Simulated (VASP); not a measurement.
# Pt (P6_3/mmc) in VASP: notebook

The runs below take Pt through single point, with LDA.

All numbers are computed with VASP 6.6.1; they aren't measurements. Logs are shortened: lines on timing, memory, paths and dates and some standing lists are left out, and cuts for length are marked.

### 1 The cell of the first run

The structure is hexagonal, space group P6_3/mmc (No. 194). The conventional cell has a = 2.862 Å, b = 2.862 Å, c = 4.942 Å, α = 90.00°, β = 90.00°, γ = 120.00°. Within 3.8 Å of Pt (site symmetry -6m2) lie 12 Pt at 2.86 to 2.97 Å.

### 2 Single point, LDA, collinear spin, ferromagnetic start

The input, INCAR:

```
PREC = Accurate ; ENCUT = 520
EDIFF = 1E-6 ; ISMEAR = 0
SIGMA = 0.15 ; LREAL = False
LASPH = True ; NELM = 150
ALGO = Normal ; ISIF = 2
LWAVE = False ; LCHARG = False
ISPIN = 2 ; MAGMOM = 0.35 0.35
LORBIT = 11 ; NUPDOWN = 0.7
LMAXMIX = 4 ; GGA = CA
NBANDS = 21
```

The input, KPOINTS:

```
Automatic mesh
0
Gamma
  21 21 10
```

The input, POSCAR:

```
Pt
1.0
    2.8619386323      0.0000000000      0.0000000000
   -1.4309693161      2.4785115596      0.0000000000
    0.0000000000      0.0000000000      4.9418131020
Pt
2
Direct
    0.6666666667      0.3333333333      0.7500000000
    0.3333333333      0.6666666667      0.2500000000
```

Potentials or basis: VASP PAW LDA potentials, release 64 (Pt).

Command:

```console
> cat potpaw_LDA.64/Pt/POTCAR > POTCAR
> mpirun -np 1 vasp_std > vasp.out
```

OUTCAR:

```text
PREC = Accurate
   ENCUT = 520
   EDIFF = 1E-6
   ISMEAR = 0
   LREAL = False
   LASPH = True
   NELM = 150
   ISIF = 2
   ISPIN = 2
   LORBIT = 11
   NUPDOWN = 0.7
   GGA = CA

 ion  position               nearest neighbor table
   1  0.667  0.333  0.750-   2 2.97   2 2.97   2 2.97   2 2.97   2 2.97   2 2.97
   2  0.333  0.667  0.250-   1 2.97   1 2.97   1 2.97   1 2.97   1 2.97   1 2.97

  LATTYP: Found a hexagonal cell.
 ALAT       =     2.8619386323
 C/A-ratio  =     1.7267362222

  Lattice vectors:

 A1 = (   2.8619386323,   0.0000000000,   0.0000000000)
 A2 = (  -1.4309693161,   2.4785115596,   0.0000000000)
 A3 = (   0.0000000000,   0.0000000000,   4.9418131020)

Analysis of symmetry for initial positions (statically):
=====================================================================
 Subroutine PRICEL returns:
 Original cell was already a primitive cell.

 Routine SETGRP: Setting up the symmetry group for a
 hexagonal supercell.

 Subroutine GETGRP returns: Found 24 space group operations
 (whereof 12 operations were pure point group operations)
 out of a pool of 24 trial point group operations.

The static configuration has the point symmetry D_3d.
 The point group associated with its full space group is D_6h.

Analysis of symmetry for dynamics (positions and initial velocities):
=====================================================================
 Subroutine PRICEL returns:
 Original cell was already a primitive cell.

 Routine SETGRP: Setting up the symmetry group for a
 hexagonal supercell.

 Subroutine GETGRP returns: Found 24 space group operations
 (whereof 12 operations were pure point group operations)
 out of a pool of 24 trial point group operations.

The dynamic configuration has the point symmetry D_3d.
 The point group associated with its full space group is D_6h.

Analysis of structural, dynamic, and magnetic symmetry:
=====================================================================
 Subroutine PRICEL returns:
 Original cell was already a primitive cell.

 Routine SETGRP: Setting up the symmetry group for a
 hexagonal supercell.

 Subroutine GETGRP returns: Found 24 space group operations
 (whereof 12 operations were pure point group operations)
 out of a pool of 24 trial point group operations.

The overall configuration has the point symmetry D_3d.
 The point group associated with its full space group is D_6h.

 Subroutine INISYM returns: Found 24 space group operations
 (whereof 12 operations are pure point group operations),
 and found     1 'primitive' translations

----------------------------------------------------------------------------------------

                                     Primitive cell

  volume of cell :      35.0540

  direct lattice vectors                    reciprocal lattice vectors
     2.861938632  0.000000000  0.000000000     0.349413502  0.201733979  0.000000000
    -1.430969316  2.478511560  0.000000000     0.000000000  0.403467959  0.000000000
     0.000000000  0.000000000  4.941813102     0.000000000  0.000000000  0.202354881

  length of vectors
     2.861938632  2.861938632  4.941813102     0.403467959  0.403467959  0.202354881

  position of ions in fractional coordinates (direct lattice)
     0.666666667  0.333333333  0.750000000
     0.333333333  0.666666667  0.250000000

  ion indices of the primitive-cell ions
   primitive index   ion index
                 1           1
                 2           2

----------------------------------------------------------------------------------------

 KPOINTS: Automatic mesh

Automatic generation of k-mesh.
 Grid dimensions read from file:
 generate k-points for:   21   21   10

 Generating k-lattice:

  Cartesian coordinates                     Fractional coordinates (reciprocal lattice)
     0.016638738  0.009606380  0.000000000     0.047619048  0.000000000  0.000000000
     0.000000000  0.019212760  0.000000000     0.000000000  0.047619048  0.000000000
     0.000000000  0.000000000  0.020235488     0.000000000  0.000000000  0.100000000

  Length of vectors
     0.019212760  0.019212760  0.020235488

  Shift w.r.t. Gamma in fractional coordinates (k-lattice)
     0.000000000  0.000000000  0.000000000

 Subroutine IBZKPT returns following result:
 ===========================================

 Found    288 irreducible k-points:

 Following reciprocal coordinates:
            Coordinates               Weight
  0.000000  0.000000  0.000000      1.000000
  0.047619 -0.000000  0.000000      6.000000
  0.095238 -0.000000  0.000000      6.000000
  0.142857  0.000000  0.000000      6.000000
  0.190476 -0.000000  0.000000      6.000000
  0.238095  0.000000  0.000000      6.000000
[... 16 lines left out ...]
  0.142857  0.095238  0.000000     12.000000
  0.190476  0.095238  0.000000     12.000000
 [... further k-points ...]
   k-points           NKPTS =    288   k-points in BZ     NKDIM =    288   number of bands    NBANDS=     21
   number of dos      NEDOS =    301   number of ions     NIONS =      2
   total plane-waves  NPLWV =  23040
   dimension x,y,z NGX =    24 NGY =   24 NGZ =   40
   dimension x,y,z NGXF=    48 NGYF=   48 NGZF=   80
   ions per type =               2
   NGX,Y,Z   is equivalent  to a cutoff of  13.94, 13.94, 13.46 a.u.
   NGXF,Y,Z  is equivalent  to a cutoff of  27.88, 27.88, 26.91 a.u.
 SYSTEM =  unknown system
   PREC   = accura    normal or accurate (medium, high low for compatibility)
   ISTART =      0    job   : 0-new  1-cont  2-samecut
   ICHARG =      2    charge: 1-file 2-atom 10-const
   ISPIN  =      2    spin polarized calculation?
   LNONCOLLINEAR =      F non collinear calculations
   LSORBIT =      F    spin-orbit coupling
   LASPH  =      T    aspherical Exc in radial PAW
   ENCUT  =  520.0 eV  38.22 Ry    6.18 a.u.   5.32  5.32  9.19*2*pi/ulx,y,z
   NELM   =    150;   NELMIN=  2; NELMDL= -5     # of ELM steps
   EDIFF  = 0.1E-05   stopping-criterion for ELM
   LREAL  =      F    real-space projection
   EDIFFG = 0.1E-04   stopping-criterion for IOM
   NSW    =      0    number of steps for IOM
   IBRION =     -1    ionic relax: 0-MD 1-quasi-New 2-CG
   NFREE  =      0    steps in history (QN), initial steepest desc. (CG)
   ISIF   =      2    stress and relaxation
   ISYM   =      2    0-nonsym 1-usesym 2-fastsym
   POTIM  = 0.5000    time-step for ionic-motion
   TEBEG  =    0.0;   TEEND  =   0.0 temperature during run
   PSTRESS=    0.0 pullay stress
   NELECT =      20.0000    total number of electrons
   NUPDOWN=       0.7000    fix difference up-down
   EMIN   =  10.00;   EMAX   =-10.00  energy-range for DOS
   EFERMI =   0.00;   METHOD = LEGACY
   ISMEAR =     0;   SIGMA  =   0.15  broadening in eV -4-tet -1-fermi 0-gaus
   EFERMI_NEDOS =   21; number of points for ismear=-14 and -15
   IALGO  =     38    algorithm
   IMIX   =      4    mixing-type and parameters
     AMIX     =   0.40;   BMIX     =  1.00
     AMIX_MAG =   1.60;   BMIX_MAG =  1.00
  volume/ion in A,a.u.               =      17.53       118.28
  Fermi-wavevector in a.u.,A,eV,Ry     =   1.357810  2.565889 25.084350  1.843648
  Thomas-Fermi vector in A             =   2.484697
   LORBIT       =     11    0 simple, 1 ext, 2 COOP (PROOUT), +10 PAW based schemes
   GGA     = CA    functional components
   LHFCALC =     F    Hartree Fock is set to
   AEXX    =    0.0000 exact exchange contribution
   IVDW    =     0    specifies the selected vdW correction
   LEPSILON=     F    determine dielectric tensor
   LRPA    =     F    only Hartree local field effects (RPA)
 spin polarized calculation
 Gauss-broadening in eV      SIGMA  =   0.15
  energy-cutoff  :      520.00
  volume of cell :       35.05
 maximum number of plane-waves:       978
 NGX is ok and might be reduce to    24
   NGX = 11   NGY = 11   NGZ = 19

 number of electron      20.0000002 magnetization       0.7000000

 Free energy of the ion-electron system (eV)
  ---------------------------------------------------
  ext. energy  EPLUGINS =         0.00000000
  ---------------------------------------------------
  free energy    TOTEN  =       -14.27207541 eV

  energy without entropy =      -14.22577935  energy(sigma->0) =      -14.24892738

 E-fermi :   8.3780     XC(G=0): -12.8251

 val. band max:        8.4762980522   @ k =   0.2857   0.1429   0.4000
 cond. band min:       8.3785978672   @ k =   0.3810  -0.0000   0.0000
 fundamental gap:     -0.0977001850
 Fermi energy:         8.4829901670

 spin component 1

 k-point     1 :       0.0000    0.0000    0.0000
  band No.  band energies     occupation
      1      -0.2689      1.00000
      2       2.2518      1.00000
      3       5.0056      1.00000
      4       5.4401      1.00000
      5       5.4401      1.00000
      6       5.7481      1.00000
[... 13 lines left out ...]
     20      30.2205      0.00000
     21      31.5176      0.00000
[... 529 lines left out ...]
 k-point    24 :       0.1905    0.0952    0.0000
  band No.  band energies     occupation
      1       1.5810      1.00000
      2       3.5549      1.00000
      3       4.5910      1.00000
      4       4.7812      1.00000
      5       5.1693      1.00000
      6       5.8299      1.00000
[... 13 lines left out ...]
     20      28.1973      0.00000
     21      28.7767      0.00000

 [... further k-points ...]

 spin component 2

 k-point     1 :       0.0000    0.0000    0.0000
  band No.  band energies     occupation
      1      -0.1990      1.00000
      2       2.3861      1.00000
      3       5.2051      1.00000
      4       5.6292      1.00000
      5       5.6292      1.00000
      6       5.9414      1.00000
[... 13 lines left out ...]
     20      30.2864      0.00000
     21      31.5617      0.00000
[... 529 lines left out ...]
 k-point    24 :       0.1905    0.0952    0.0000
  band No.  band energies     occupation
      1       1.6559      1.00000
      2       3.7086      1.00000
      3       4.7616      1.00000
      4       4.9262      1.00000
      5       5.3491      1.00000
      6       6.0092      1.00000
[... 13 lines left out ...]
     20      28.2750      0.00000
     21      28.8674      0.00000

 [... further k-points ...]

------------------------ aborting loop because EDIFF is reached ----------------------------------------

  FORCE on cell =-STRESS in cart. coord.  units (eV):
  Direction    XX          YY          ZZ          XY          YZ          ZX
  --------------------------------------------------------------------------------------
  -------------------------------------------------------------------------------------
  Total       -6.9233049     -6.9233049     -6.5302817     -0.0000000     -0.0000000      0.0000000
  in kB     -316.4364150   -316.4364150   -298.4729093     -0.0000000     -0.0000000      0.0000000
  external PRESSURE =    -310.4485798 kB  Pullay stress =       0.0000000 kB

 VOLUME and BASIS-vectors are now :
 -----------------------------------------------------------------------------
  energy-cutoff  :      520.00
  volume of cell :       35.05
      direct lattice vectors                 reciprocal lattice vectors
     2.861938632  0.000000000  0.000000000     0.349413502  0.201733979  0.000000000
    -1.430969316  2.478511560  0.000000000     0.000000000  0.403467959  0.000000000
     0.000000000  0.000000000  4.941813102     0.000000000  0.000000000  0.202354881

 POSITION                                       TOTAL-FORCE (eV/Angst)
 -----------------------------------------------------------------------------------
      1.43097      0.82617      3.70636         0.000000      0.000000      0.000000
     -0.00000      1.65234      1.23545        -0.000000     -0.000000      0.000000
 -----------------------------------------------------------------------------------
    total drift:                               -0.000000      0.000000     -0.000000

  FREE ENERGIE OF THE ION-ELECTRON SYSTEM (eV)
  ---------------------------------------------------
  free  energy   TOTEN  =       -14.2720754111 eV

  energy  without entropy=      -14.2257793510  energy(sigma->0) =      -14.24892738

 total charge

# of ion       s       p       d       tot
------------------------------------------
    1        0.571   0.444   7.960   8.975
    2        0.571   0.444   7.960   8.975
--------------------------------------------------
tot          1.142   0.889  15.920  17.950

 magnetization (x)

# of ion       s       p       d       tot
------------------------------------------
    1        0.002  -0.001   0.346   0.346
    2        0.002  -0.001   0.346   0.346
--------------------------------------------------
tot          0.004  -0.003   0.692   0.692
```

Run time: 3.5 min. Hardware: 1 thread of Intel Xeon Platinum 8259CL at 2.50GHz (Skylake/Cascade Lake), shared host; peak memory 0.38 GiB.

What came out:

- Free energy: -14.2721 eV
- Pressure: -31.0 GPa
- Net moment: 0.70 μB per cell
- Site moments: Pt +0.35 μB
- Valence electrons inside the program's atomic spheres: Pt 8.97

Caveat: spin-orbit coupling is left out, which moves the levels of the heavy elements; the total moment is fixed, so each spin has its own Fermi level.

(Continued in part 2 of 2.)
